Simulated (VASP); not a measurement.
PbS, 2 atoms in the cell. It takes space group Fm-3m (No. 225, cubic). The conventional cell has a = 5.634 Å, b = 5.634 Å, c = 5.634 Å, α = 90.00°, β = 90.00°, γ = 90.00°. Pb (site symmetry m-3m) has 6 S at 2.82 Å within 3.7 Å. S (site symmetry m-3m) has 6 Pb at 2.82 Å within 3.7 Å.  This cell differs from its parent crystal: strain -0.050 along x and y, -0.050 along z.

```yaml
Program: VASP 6.6.1
Task: single point
Functional: PBEsol
Potentials_or_basis: VASP PAW PBE potentials, release 64 (Pb_d, S)
Cutoff: 520 eV
k_mesh: 10 × 10 × 10
Occupations: gaussian, width 0.03 eV
Spin: no spin polarisation
Dipole_correction: no
Further_INCAR_settings: ALGO = Normal; EDIFF = 1e-06; NBANDS = 17
```

Potentials or basis: VASP PAW PBE potentials, release 64 (Pb_d, S).

Launch:

```bash
$ cat potpaw_PBE.64/Pb_d/POTCAR potpaw_PBE.64/S/POTCAR > POTCAR
$ mpirun -np 1 vasp_std > vasp.out
```

Hardware: 1 thread of Intel(R) Xeon(R) 6975P-C (Granite Rapids), on a shared host.

How long does it take, and how much memory?

It took 17 s on 1 thread of Intel(R) Xeon(R) 6975P-C (Granite Rapids), with other jobs on the host, peak memory 0.18 GiB. Counts: scf iterations 12, k points 47.
